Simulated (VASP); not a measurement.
# SiC (P6_3mc) in VASP: further runs

Runs on SiC. Level: PBE. Tasks: single point.

Program: VASP 6.6.1. These are calculated values, not measurements. Logs are shortened: lines on timing, memory, paths and dates and some standing lists are left out, and cuts for length are marked.

## (1) The cell of the first run

Symmetry: P6_3mc, No. 186, hexagonal system. Conventional cell: a = 2.951 Å, b = 2.951 Å, c = 4.833 Å, α = 90.00°, β = 90.00°, γ = 120.00°. Within 2.4 Å of Si (site symmetry 3m) lie 4 C at 1.81 to 1.82 Å. C (site symmetry 3m) has 4 Si at 1.81 to 1.82 Å within 2.4 Å.

## (2) Single point, PBE

Contents of INCAR:

```
SYSTEM = SiC
ALGO = Normal
EDIFF = 1E-6
ENCUT = 600
GGA = PE
GGA_COMPAT = .False.
ISIF = 2
ISMEAR = 0
LASPH = .True.
LCHARG = .False.
LREAL = .False.
LWAVE = .False.
NBANDS = 16
NELM = 120
PREC = Accurate
SIGMA = 0.01
```

Contents of KPOINTS:

```
k-points
0
Gamma
  6 6 4
  0 0 0
```

Contents of POSCAR:

```
SiC
1.0
    2.9506704633      0.0000000000      0.0000000000
   -1.4753352316      2.5553555794      0.0000000000
    0.0000000000      0.0000000000      4.8329392674
Si C
2 2
Direct
    0.3333333333      0.6666666667      0.0044916958
    0.6666666667      0.3333333333      0.5044916958
    0.3333333333      0.6666666667      0.3805083042
    0.6666666667      0.3333333333      0.8805083042
```

Potentials or basis: VASP PAW PBE potentials, release 64 (Si, C).

The run is started by

```
$ cat potpaw_PBE.64/Si/POTCAR potpaw_PBE.64/C/POTCAR > POTCAR
$ mpirun -np 1 vasp_std > vasp.out
```

OUTCAR:

```text
SYSTEM = SiC
   EDIFF = 1E-6
   ENCUT = 600
   GGA = PE
   ISIF = 2
   ISMEAR = 0
   LASPH = .True.
   LREAL = .False.
   NELM = 120
   PREC = Accurate

 ion  position               nearest neighbor table
   1  0.333  0.667  0.004-   4 1.81   4 1.81   4 1.81   3 1.82   2 2.96   2 2.96   2 2.96   2 2.96
                             2 2.96   2 2.96
   2  0.667  0.333  0.504-   3 1.81   3 1.81   3 1.81   4 1.82   1 2.96   1 2.96   1 2.96   1 2.96
                             1 2.96   1 2.96
   3  0.333  0.667  0.381-   2 1.81   2 1.81   2 1.81   1 1.82
   4  0.667  0.333  0.881-   1 1.81   1 1.81   1 1.81   2 1.82

  LATTYP: Found a hexagonal cell.
 ALAT       =     2.9506704633
 C/A-ratio  =     1.6379122398

  Lattice vectors:

 A1 = (   2.9506704633,   0.0000000000,   0.0000000000)
 A2 = (  -1.4753352316,   2.5553555794,   0.0000000000)
 A3 = (   0.0000000000,   0.0000000000,   4.8329392674)

Analysis of symmetry for initial positions (statically):
=====================================================================
 Subroutine PRICEL returns:
 Original cell was already a primitive cell.

 Routine SETGRP: Setting up the symmetry group for a
 hexagonal supercell.

 Subroutine GETGRP returns: Found 12 space group operations
 (whereof  6 operations were pure point group operations)
 out of a pool of 24 trial point group operations.

The static configuration has the point symmetry C_3v.
 The point group associated with its full space group is C_6v.

Analysis of symmetry for dynamics (positions and initial velocities):
=====================================================================
 Subroutine PRICEL returns:
 Original cell was already a primitive cell.

 Routine SETGRP: Setting up the symmetry group for a
 hexagonal supercell.

 Subroutine GETGRP returns: Found 12 space group operations
 (whereof  6 operations were pure point group operations)
 out of a pool of 24 trial point group operations.

The dynamic configuration has the point symmetry C_3v.
 The point group associated with its full space group is C_6v.

 Subroutine INISYM returns: Found 12 space group operations
 (whereof  6 operations are pure point group operations),
 and found     1 'primitive' translations

----------------------------------------------------------------------------------------

                                     Primitive cell

  volume of cell :      36.4404

[... 90 lines left out ...]
   EDIFFG = 0.1E-04   stopping-criterion for IOM
   NSW    =      0    number of steps for IOM
   IBRION =     -1    ionic relax: 0-MD 1-quasi-New 2-CG
   NFREE  =      0    steps in history (QN), initial steepest desc. (CG)
   ISIF   =      2    stress and relaxation
   ISYM   =      2    0-nonsym 1-usesym 2-fastsym
   POTIM  = 0.5000    time-step for ionic-motion
   TEBEG  =    0.0;   TEEND  =   0.0 temperature during run
   PSTRESS=    0.0 pullay stress
   NELECT =      16.0000    total number of electrons
   NUPDOWN=      -1.0000    fix difference up-down
   EMIN   =  10.00;   EMAX   =-10.00  energy-range for DOS
   EFERMI =   0.00;   METHOD = LEGACY
   ISMEAR =     0;   SIGMA  =   0.01  broadening in eV -4-tet -1-fermi 0-gaus
   EFERMI_NEDOS =   21; number of points for ismear=-14 and -15
   IALGO  =     38    algorithm
   IMIX   =      4    mixing-type and parameters
     AMIX     =   0.40;   BMIX     =  1.00
     AMIX_MAG =   1.60;   BMIX_MAG =  1.00
  volume/ion in A,a.u.               =       9.11        61.48
  Fermi-wavevector in a.u.,A,eV,Ry     =   1.244286  2.351360 21.065202  1.548249
  Thomas-Fermi vector in A             =   2.378560
   LORBIT       =      0    0 simple, 1 ext, 2 COOP (PROOUT), +10 PAW based schemes
   GGA     = PE    functional components
   LHFCALC =     F    Hartree Fock is set to
   AEXX    =    0.0000 exact exchange contribution
   IVDW    =     0    specifies the selected vdW correction
   LEPSILON=     F    determine dielectric tensor
   LRPA    =     F    only Hartree local field effects (RPA)
 non-spin polarized calculation
 Gauss-broadening in eV      SIGMA  =   0.01
  energy-cutoff  :      600.00
  volume of cell :       36.44
 maximum number of plane-waves:      1244
 NGX is ok and might be reduce to    24
   NGX = 11   NGY = 11   NGZ = 19

 number of electron      16.0000001 magnetization

 Free energy of the ion-electron system (eV)
  ---------------------------------------------------
  ext. energy  EPLUGINS =         0.00000000
  ---------------------------------------------------
  free energy    TOTEN  =       -29.48504852 eV

  energy without entropy =      -29.48504852  energy(sigma->0) =      -29.48504852

 E-fermi :   9.8151     XC(G=0): -11.9107

 val. band max:        9.7596504805   @ k =   0.0000   0.0000   0.0000
 cond. band min:      11.8071561593   @ k =   0.3333   0.3333   0.0000
 fundamental gap:      2.0475056788
 Fermi energy:         9.8150715704

 k-point     1 :       0.0000    0.0000    0.0000
  band No.  band energies     occupation
      1      -6.8525      2.00000
      2      -2.7713      2.00000
      3       0.3119      2.00000
      4       8.3802      2.00000
      5       8.3802      2.00000
      6       9.6657      2.00000
[... 376 lines left out ...]
      3       1.5998      2.00000
      4       1.5998      2.00000
      5       3.4685      2.00000
      6       3.4685      2.00000
[... 8 lines left out ...]
     15      22.0544      0.00000
     16      22.0544      0.00000

------------------------ aborting loop because EDIFF is reached ----------------------------------------

  FORCE on cell =-STRESS in cart. coord.  units (eV):
  Direction    XX          YY          ZZ          XY          YZ          ZX
  --------------------------------------------------------------------------------------
  -------------------------------------------------------------------------------------
  Total        9.0233790      9.0233790      9.0274046      0.0000000      0.0000000      0.0000000
  in kB      396.7312325    396.7312325    396.9082261      0.0000000      0.0000000      0.0000000
  external PRESSURE =     396.7902304 kB  Pullay stress =       0.0000000 kB

 VOLUME and BASIS-vectors are now :
 -----------------------------------------------------------------------------
  energy-cutoff  :      600.00
  volume of cell :       36.44
      direct lattice vectors                 reciprocal lattice vectors
     2.950670463  0.000000000  0.000000000     0.338906026  0.195667485  0.000000000
    -1.475335232  2.555355579  0.000000000     0.000000000  0.391334970  0.000000000
     0.000000000  0.000000000  4.832939267     0.000000000  0.000000000  0.206913422

 POSITION                                       TOTAL-FORCE (eV/Angst)
 -----------------------------------------------------------------------------------
     -0.00000      1.70357      0.02171         0.000000     -0.000000     -0.000170
      1.47534      0.85179      2.43818        -0.000000      0.000000     -0.000170
     -0.00000      1.70357      1.83897         0.000000     -0.000000      0.000170
      1.47534      0.85179      4.25544        -0.000000      0.000000      0.000170
 -----------------------------------------------------------------------------------
    total drift:                               -0.000000      0.000000     -0.000136

  FREE ENERGIE OF THE ION-ELECTRON SYSTEM (eV)
  ---------------------------------------------------
  free  energy   TOTEN  =       -29.4850485160 eV

  energy  without entropy=      -29.4850485160  energy(sigma->0) =      -29.48504852
```

Wall time 19 s (1 thread of Intel Xeon Platinum 8375C at 2.90GHz (Ice Lake), shared host); peak memory 0.15 GiB.

Results:

- Free energy: -29.4850 eV
- Pressure: 39.7 GPa
- Band gap on the k mesh: 2.05 eV (least direct gap 4.20 eV)

Levels at points of the mesh, in eV from the valence-band top:
```tsv
k point	band 4	band 5	band 6	band 7	band 8	band 9	band 10	band 11	band 12	band 13
(0.00, 0.00, 0.00)	-1.38	-1.38	-0.09	0.00	0.00	5.88	7.45	7.45	7.56	8.92
(0.50, 0.00, 0.00)	-6.60	-5.87	-3.65	-3.58	-1.22	2.98	4.36	7.64	7.86	11.02
(0.00, 0.00, 0.50)	-4.67	-0.74	-0.74	-0.74	-0.74	6.99	6.99	8.05	8.05	8.05
(0.50, 0.00, 0.50)	-8.88	-2.62	-2.62	-2.44	-2.44	3.55	3.55	5.85	5.85	11.31
```

Caveat: the cell stands under pressure. Expect the measured gap to be larger: semilocal functionals such as PBE lack the derivative discontinuity.

## (3) Single point, PBE

This run uses another cell than the first one, of 9.69 Å³/atom.

Contents of INCAR:

```
SYSTEM = SiC
ALGO = Normal
EDIFF = 1E-6
ENCUT = 600
GGA = PE
GGA_COMPAT = .FALSE.
ISIF = 2
ISMEAR = 0
LASPH = .TRUE.
LCHARG = .FALSE.
LREAL = .FALSE.
LWAVE = .FALSE.
NBANDS = 16
NELM = 120
PREC = Accurate
SIGMA = 0.01
```

Contents of KPOINTS:

```
k-points
0
G
  6 6 4
  0 0 0
```

Contents of POSCAR:

```
SiC
1.0
    3.0116423485      0.0000000000      0.0000000000
   -1.5058211743      2.6081587809      0.0000000000
    0.0000000000      0.0000000000      4.9366234345
Si C
2 2
Direct
    0.3333333333      0.6666666667      0.0045289459
    0.6666666667      0.3333333333      0.5045289459
    0.3333333333      0.6666666667      0.3804710541
    0.6666666667      0.3333333333      0.8804710541
```

Potentials or basis: VASP PAW PBE potentials, release 64 (Si, C).

The run is started by

```
$ cat potpaw_PBE.64/Si/POTCAR potpaw_PBE.64/C/POTCAR > POTCAR
$ mpirun -np 1 vasp_std > vasp.out
```

OUTCAR:

```text
SYSTEM = SiC
   EDIFF = 1E-6
   ENCUT = 600
   GGA = PE
   ISIF = 2
   ISMEAR = 0
   LASPH = .TRUE.
   LREAL = .FALSE.
   NELM = 120
   PREC = Accurate

 ion  position               nearest neighbor table
   1  0.333  0.667  0.005-   4 1.84   4 1.84   4 1.84   3 1.86   2 3.02   2 3.02   2 3.02   2 3.02
                             2 3.02   2 3.02
   2  0.667  0.333  0.505-   3 1.84   3 1.84   3 1.84   4 1.86   1 3.02   1 3.02   1 3.02   1 3.02
                             1 3.02   1 3.02
[... 599 lines left out ...]
  --------------------------------------------------------------------------------------
  -------------------------------------------------------------------------------------
  Total        4.7791645      4.7791645      4.7820501     -0.0000000      0.0000000      0.0000000
  in kB      197.4672760    197.4672760    197.5865074     -0.0000000      0.0000000      0.0000000
  external PRESSURE =     197.5070198 kB  Pullay stress =       0.0000000 kB

 VOLUME and BASIS-vectors are now :
 -----------------------------------------------------------------------------
  energy-cutoff  :      600.00
  volume of cell :       38.78
      direct lattice vectors                 reciprocal lattice vectors
     3.011642349  0.000000000  0.000000000     0.332044740  0.191706120  0.000000000
    -1.505821174  2.608158781  0.000000000     0.000000000  0.383412240  0.000000000
     0.000000000  0.000000000  4.936623435     0.000000000  0.000000000  0.202567608

 POSITION                                       TOTAL-FORCE (eV/Angst)
 -----------------------------------------------------------------------------------
     -0.00000      1.73877      0.02236         0.000000      0.000000     -0.000026
      1.50582      0.86939      2.49067        -0.000000      0.000000     -0.000026
     -0.00000      1.73877      1.87824        -0.000000      0.000000      0.000026
      1.50582      0.86939      4.34655         0.000000     -0.000000      0.000026
 -----------------------------------------------------------------------------------
    total drift:                                0.000000      0.000000     -0.000327

  FREE ENERGIE OF THE ION-ELECTRON SYSTEM (eV)
  ---------------------------------------------------
  free  energy   TOTEN  =       -29.9143276851 eV

  energy  without entropy=      -29.9143276851  energy(sigma->0) =      -29.91432769
```

Run time: 20 s. Hardware: 1 thread of Intel Xeon Platinum 8375C at 2.90GHz (Ice Lake), shared host; peak memory 0.15 GiB.

What came out:

```yaml
Free_energy: -29.9143 eV
Pressure: 19.8 GPa
Band_gap_on_the_k_mesh: 2.16 eV (least direct gap 4.09 eV)
```

Levels at points of the mesh, in eV from the valence-band top:
| k point | band 4 | band 5 | band 6 | band 7 | band 8 | band 9 | band 10 | band 11 | band 12 | band 13 |
| --- | --- | --- | --- | --- | --- | --- | --- | --- | --- | --- |
| (0.00, 0.00, 0.00) | -1.35 | -1.35 | -0.10 | 0.00 | 0.00 | 5.34 | 6.91 | 7.05 | 7.05 | 8.32 |
| (0.50, 0.00, 0.00) | -6.44 | -5.66 | -3.47 | -3.46 | -1.21 | 2.88 | 4.30 | 7.38 | 7.38 | 10.63 |
| (0.00, 0.00, 0.50) | -4.55 | -0.73 | -0.73 | -0.73 | -0.73 | 6.44 | 6.44 | 7.70 | 7.70 | 7.70 |
| (0.50, 0.00, 0.50) | -8.57 | -2.53 | -2.53 | -2.39 | -2.39 | 3.42 | 3.42 | 5.55 | 5.55 | 10.84 |

Caveat: the cell stands under pressure. A hybrid or GW would open this gap; PBE tends to underestimate it.

(Part 1 of 3 ends here.)
